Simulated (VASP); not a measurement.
Here is a VASP 6.6.1 calculation.

Contents of INCAR:

```
SYSTEM = MgS
PREC     = Accurate       ! precision mode
ENCUT    = 520            ! plane-wave cutoff, eV
EDIFF    = 1E-8           ! SCF threshold, eV
ISMEAR   = -1             ! smearing method
SIGMA    = 0.01           ! smearing width, eV
LREAL    = .False.        ! projectors in reciprocal space
LASPH    = .True.         ! aspherical terms in the spheres
NELM     = 80             ! most SCF steps
ALGO     = Normal         ! electronic algorithm
ISIF     = 2              ! what is computed and relaxed
LWAVE    = .False.        ! write WAVECAR
LCHARG   = .False.        ! write CHGCAR
LEFG     = .True.       
NBANDS   = 11             ! bands
```

File KPOINTS:

```
regular mesh
0
Gamma
  8 8 8
  0 0 0
```

File POSCAR:

```
MgS
1.0
    0.0000000000      2.5929487644      2.5929487644
    2.5929487644      0.0000000000      2.5929487644
    2.5929487644      2.5929487644      0.0000000000
Mg S
1 1
Direct
    0.0000000000      0.0000000000      0.0000000000
    0.5000000000      0.5000000000      0.5000000000
```

Potentials or basis: VASP PAW LDA potentials, release 64 (Mg, S).

Command:

```console
$ cat potpaw_LDA.64/Mg/POTCAR potpaw_LDA.64/S/POTCAR > POTCAR
$ mpirun -np 1 vasp_std > vasp.out
```

What does it give for the pressure?

-3.1 GPa.

Predict the band gap on the k mesh.

2.58 eV, indirect (least direct gap 3.57 eV).

Caveat: without QUAD_EFG the Cq values of the log hold for a quadrupole moment of 1 mb, not for the nuclei. A k mesh can miss the band edges.
